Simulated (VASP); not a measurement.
# Au (Fm-3m) in VASP: a series of runs

Runs on Au. Level: PBEsol. Tasks: single point, relaxation of cell and atoms.

Program: VASP 6.6.1. These are calculated values, not measurements. Logs are shortened: lines on timing, memory, paths and dates and some standing lists are left out, and cuts for length are marked.

## (1) The cell of the first run

It takes space group Fm-3m (No. 225, cubic). Conventional cell: a = 4.084 Å, b = 4.084 Å, c = 4.084 Å, α = 90.00°, β = 90.00°, γ = 90.00°. Au (site symmetry m-3m) has 12 Au at 2.89 Å within 3.8 Å.

## (2) Single point, PBEsol

INCAR

```
SYSTEM = Au
PREC     = Accurate       ! precision mode
ENCUT    = 520            ! plane-wave cutoff, eV
EDIFF    = 1E-6           ! SCF threshold, eV
ISMEAR   = 1              ! smearing method
SIGMA    = 0.1            ! smearing width, eV
LREAL    = .False.        ! projectors in reciprocal space
LASPH    = .True.         ! aspherical terms in the spheres
NELM     = 60             ! most SCF steps
ALGO     = Normal         ! electronic algorithm
ISIF     = 2              ! what is computed and relaxed
LWAVE    = .False.        ! write WAVECAR
LCHARG   = .True.         ! write CHGCAR
GGA      = PS             ! functional
LELF     = .True.         ! ELF
LVHAR    = .True.       
NBANDS   = 12             ! bands
```

KPOINTS

```
regular mesh
0
Gamma
  20 20 20
  0 0 0
```

POSCAR

```
Au
1.0
    0.0000000000      2.0417887802      2.0417887802
    2.0417887802      0.0000000000      2.0417887802
    2.0417887802      2.0417887802      0.0000000000
Au
1
Direct
    0.0000000000      0.0000000000      0.0000000000
```

Potentials or basis: VASP PAW PBE potentials, release 64 (Au).

Run with:

```
$ cat potpaw_PBE.64/Au/POTCAR > POTCAR
$ mpirun -np 1 vasp_std > vasp.out
```

OUTCAR:

```text
SYSTEM = Au
   PREC = Accurate
   ENCUT = 520
   EDIFF = 1E-6
   ISMEAR = 1
   LREAL = .False.
   LASPH = .True.
   NELM = 60
   ISIF = 2
   GGA = PS

 ion  position               nearest neighbor table
   1  0.000  0.000  0.000-

  LATTYP: Found a face centered cubic cell.
 ALAT       =     4.0835775604

  Lattice vectors:

 A1 = (   0.0000000000,   2.0417887802,   2.0417887802)
 A2 = (   2.0417887802,   0.0000000000,   2.0417887802)
 A3 = (   2.0417887802,   2.0417887802,   0.0000000000)

Analysis of symmetry for initial positions (statically):
=====================================================================
 Subroutine PRICEL returns:
 Original cell was already a primitive cell.

 Routine SETGRP: Setting up the symmetry group for a
 face centered cubic supercell.

 Subroutine GETGRP returns: Found 48 space group operations
 (whereof 48 operations were pure point group operations)
 out of a pool of 48 trial point group operations.

The static configuration has the point symmetry O_h .

Analysis of symmetry for dynamics (positions and initial velocities):
=====================================================================
 Subroutine PRICEL returns:
 Original cell was already a primitive cell.

 Routine SETGRP: Setting up the symmetry group for a
 face centered cubic supercell.

 Subroutine GETGRP returns: Found 48 space group operations
 (whereof 48 operations were pure point group operations)
 out of a pool of 48 trial point group operations.

The dynamic configuration has the point symmetry O_h .

 Subroutine INISYM returns: Found 48 space group operations
 (whereof 48 operations are pure point group operations),
 and found     1 'primitive' translations

----------------------------------------------------------------------------------------

                                     Primitive cell

  volume of cell :      17.0240

  direct lattice vectors                    reciprocal lattice vectors
     0.000000000  2.041788780  2.041788780    -0.244883313  0.244883313  0.244883313
     2.041788780  0.000000000  2.041788780     0.244883313 -0.244883313  0.244883313
     2.041788780  2.041788780  0.000000000     0.244883313  0.244883313 -0.244883313

  length of vectors
     2.887525384  2.887525384  2.887525384     0.424150339  0.424150339  0.424150339

  position of ions in fractional coordinates (direct lattice)
     0.000000000  0.000000000  0.000000000

  ion indices of the primitive-cell ions
   primitive index   ion index
                 1           1

----------------------------------------------------------------------------------------

 KPOINTS: regular mesh

Automatic generation of k-mesh.
 Grid dimensions read from file:
 generate k-points for:   20   20   20

 Generating k-lattice:

  Cartesian coordinates                     Fractional coordinates (reciprocal lattice)
    -0.012244166  0.012244166  0.012244166     0.050000000  0.000000000  0.000000000
     0.012244166 -0.012244166  0.012244166     0.000000000  0.050000000  0.000000000
     0.012244166  0.012244166 -0.012244166     0.000000000  0.000000000  0.050000000

  Length of vectors
     0.021207517  0.021207517  0.021207517

  Shift w.r.t. Gamma in fractional coordinates (k-lattice)
     0.000000000  0.000000000  0.000000000

 Subroutine IBZKPT returns following result:
 ===========================================

 Found    256 irreducible k-points:

 Following reciprocal coordinates:
            Coordinates               Weight
  0.000000  0.000000  0.000000      1.000000
  0.050000  0.000000  0.000000      8.000000
  0.100000  0.000000  0.000000      8.000000
  0.150000  0.000000  0.000000      8.000000
  0.200000  0.000000  0.000000      8.000000
  0.250000  0.000000  0.000000      8.000000
[... 16 lines left out ...]
 -0.400000  0.050000  0.000000     24.000000
 -0.350000  0.050000  0.000000     24.000000
 [... further k-points ...]
   k-points           NKPTS =    256   k-points in BZ     NKDIM =    256   number of bands    NBANDS=     12
   number of dos      NEDOS =    301   number of ions     NIONS =      1
   total plane-waves  NPLWV =  13824
   dimension x,y,z NGX =    24 NGY =   24 NGZ =   24
   dimension x,y,z NGXF=    48 NGYF=   48 NGZF=   48
   ions per type =               1
   NGX,Y,Z   is equivalent  to a cutoff of  13.82, 13.82, 13.82 a.u.
   NGXF,Y,Z  is equivalent  to a cutoff of  27.64, 27.64, 27.64 a.u.
 SYSTEM =  Au
   PREC   = accura    normal or accurate (medium, high low for compatibility)
   ISTART =      0    job   : 0-new  1-cont  2-samecut
   ICHARG =      2    charge: 1-file 2-atom 10-const
   ISPIN  =      1    spin polarized calculation?
   LNONCOLLINEAR =      F non collinear calculations
   LSORBIT =      F    spin-orbit coupling
   LASPH  =      T    aspherical Exc in radial PAW
   ENCUT  =  520.0 eV  38.22 Ry    6.18 a.u.   5.37  5.37  5.37*2*pi/ulx,y,z
   NELM   =     60;   NELMIN=  2; NELMDL= -5     # of ELM steps
   EDIFF  = 0.1E-05   stopping-criterion for ELM
   LREAL  =      F    real-space projection
   EDIFFG = 0.1E-04   stopping-criterion for IOM
   NSW    =      0    number of steps for IOM
   IBRION =     -1    ionic relax: 0-MD 1-quasi-New 2-CG
   NFREE  =      0    steps in history (QN), initial steepest desc. (CG)
   ISIF   =      2    stress and relaxation
   ISYM   =      2    0-nonsym 1-usesym 2-fastsym
   POTIM  = 0.5000    time-step for ionic-motion
   TEBEG  =    0.0;   TEEND  =   0.0 temperature during run
   PSTRESS=    0.0 pullay stress
   NELECT =      11.0000    total number of electrons
   NUPDOWN=      -1.0000    fix difference up-down
   EMIN   =  10.00;   EMAX   =-10.00  energy-range for DOS
   EFERMI =   0.00;   METHOD = LEGACY
   ISMEAR =     1;   SIGMA  =   0.10  broadening in eV -4-tet -1-fermi 0-gaus
   EFERMI_NEDOS =   21; number of points for ismear=-14 and -15
   IALGO  =     38    algorithm
   IMIX   =      4    mixing-type and parameters
     AMIX     =   0.40;   BMIX     =  1.00
     AMIX_MAG =   1.60;   BMIX_MAG =  1.00
  volume/ion in A,a.u.               =      17.02       114.88
  Fermi-wavevector in a.u.,A,eV,Ry     =   1.415310  2.674548 27.253863  2.003102
  Thomas-Fermi vector in A             =   2.536762
   LORBIT       =      0    0 simple, 1 ext, 2 COOP (PROOUT), +10 PAW based schemes
   GGA     = PS    functional components
   LHFCALC =     F    Hartree Fock is set to
   AEXX    =    0.0000 exact exchange contribution
   IVDW    =     0    specifies the selected vdW correction
   LEPSILON=     F    determine dielectric tensor
   LRPA    =     F    only Hartree local field effects (RPA)
 non-spin polarized calculation
 Methfessel and Paxton  Order N= 1 SIGMA  =   0.10
  energy-cutoff  :      520.00
  volume of cell :       17.02
 maximum number of plane-waves:       471
 NGX is ok and might be reduce to    24
   NGX = 11   NGY = 11   NGZ = 11

 number of electron      11.0000000 magnetization

 Free energy of the ion-electron system (eV)
  ---------------------------------------------------
  ext. energy  EPLUGINS =         0.00000000
  ---------------------------------------------------
  free energy    TOTEN  =        -3.92444040 eV

  energy without entropy =       -3.92449446  energy(sigma->0) =       -3.92445842

 E-fermi :   9.2570     XC(G=0): -12.8906

 val. band max:        9.2107468705   @ k =   0.5000   0.1500   0.0500
 cond. band min:       9.2671467520   @ k =   0.5000   0.2500   0.1000
 fundamental gap:      0.0563998815
 Fermi energy:         9.2570336009

 k-point     1 :       0.0000    0.0000    0.0000
  band No.  band energies     occupation
      1      -0.6362      2.00000
      2       4.6126      2.00000
      3       4.6126      2.00000
      4       4.6126      2.00000
      5       6.1454      2.00000
      6       6.1454      2.00000
      7      23.7943      0.00000
      8      27.7944      0.00000
      9      27.7944      0.00000
     10      27.7944      0.00000
     11      32.6640      0.00000
     12      37.3397      0.00000

 k-point     2 :       0.0500    0.0000    0.0000
  band No.  band energies     occupation
      1      -0.5485      2.00000
      2       4.5830      2.00000
      3       4.6432      2.00000
      4       4.6432      2.00000
      5       6.1310      2.00000
      6       6.1310      2.00000
      7      23.9000      0.00000
      8      27.1992      0.00000
      9      27.8995      0.00000
     10      27.8995      0.00000
     11      33.1909      0.00000
     12      36.1532      0.00000

 k-point     3 :       0.1000    0.0000    0.0000
  band No.  band energies     occupation
      1      -0.2911      2.00000
      2       4.5052      2.00000
      3       4.7258      2.00000
      4       4.7258      2.00000
      5       6.0989      2.00000
      6       6.0989      2.00000
      7      24.1626      0.00000
      8      25.9091      0.00000
      9      28.2002      0.00000
     10      28.2002      0.00000
     11      33.3124      0.00000
     12      35.6580      0.00000
[... 286 lines left out ...]
 k-point    23 :      -0.4000    0.0500    0.0000
  band No.  band energies     occupation
      1       2.0119      2.00000
      2       4.6003      2.00000
      3       4.6699      2.00000
      4       6.4647      2.00000
      5       7.0722      2.00000
      6       7.8350      2.00000
      7      14.0977      0.00000
      8      23.5332      0.00000
      9      26.0860      0.00000
     10      27.1345      0.00000
     11      33.4694      0.00000
     12      33.9706      0.00000

 k-point    24 :      -0.3500    0.0500    0.0000
  band No.  band energies     occupation
      1       1.9584      2.00000
      2       4.6813      2.00000
      3       4.7430      2.00000
      4       5.6892      2.00000
      5       6.7918      2.00000
      6       7.3290      2.00000
      7      15.8934      0.00000
      8      23.8705      0.00000
      9      26.5069      0.00000
     10      28.0703      0.00000
     11      32.5101      0.00000
     12      33.4125      0.00000

 [... further k-points ...]
[... 5 lines left out ...]
  --------------------------------------------------------------------------------------
  -------------------------------------------------------------------------------------
  Total       -0.0309156     -0.0309156     -0.0309156      0.0000000      0.0000000      0.0000000
  in kB       -2.9095531     -2.9095531     -2.9095531      0.0000000      0.0000000      0.0000000
  external PRESSURE =      -2.9095531 kB  Pullay stress =       0.0000000 kB

 VOLUME and BASIS-vectors are now :
 -----------------------------------------------------------------------------
  energy-cutoff  :      520.00
  volume of cell :       17.02
      direct lattice vectors                 reciprocal lattice vectors
     0.000000000  2.041788780  2.041788780    -0.244883313  0.244883313  0.244883313
     2.041788780  0.000000000  2.041788780     0.244883313 -0.244883313  0.244883313
     2.041788780  2.041788780  0.000000000     0.244883313  0.244883313 -0.244883313

 POSITION                                       TOTAL-FORCE (eV/Angst)
 -----------------------------------------------------------------------------------
      0.00000      0.00000      0.00000        -0.000000      0.000000      0.000000
 -----------------------------------------------------------------------------------
    total drift:                               -0.000000      0.000000      0.000000

  FREE ENERGIE OF THE ION-ELECTRON SYSTEM (eV)
  ---------------------------------------------------
  free  energy   TOTEN  =        -3.9244403971 eV

  energy  without entropy=       -3.9244944601  energy(sigma->0) =       -3.92445842
```

It took 48 s on 1 thread of Intel Xeon 8259CL, shared host; peak memory 0.18 GiB.

What came out:

```
Free energy            : -3.9244 eV
Pressure               : -0.3 GPa
Band gap on the k mesh : zero (an odd number of electrons rules out a gap without spin polarisation)
```

Caveat: the PAW data sets were made with another functional, which shifts forces and pressure a little; spin-orbit coupling is left out, which moves the levels of the heavy elements.

[end of part 1 of 2]
